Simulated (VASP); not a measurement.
The system is Re.

```
CELL_PARAMETERS angstrom
2.58049 0.00000 0.00000
0.00000 2.58049 0.00000
0.00000 0.00000 2.58049
ATOMIC_POSITIONS crystal
Re 0.00000 0.00000 0.00000
```

Base run:

```yaml
Program: VASP 6.6.1
Functional: PBE
Potentials_or_basis: VASP PAW PBE potentials, release 64 (Re)
Cutoff: 520 eV
k_mesh: 12 × 12 × 12
Occupations: fermi-dirac, width 0.1 eV
Spin: no spin polarisation
```

Its results: pressure -1.0 GPa.

Task: The run is repeated on the same cell with these changes: potentials or basis from VASP PAW PBE potentials, release 64 (Re) to VASP PAW PBE potentials, release 64 (Re_sv_GW); cutoff from 520 eV to 500 eV; further incar settings from ALGO = Normal; EDIFF = 1e-06; NBANDS = 10 to ALGO = Normal; EDIFF = 1e-06; NBANDS = 14; valence electrons from 7 to 15. What comes out?

Result: Pressure -2.1 GPa.
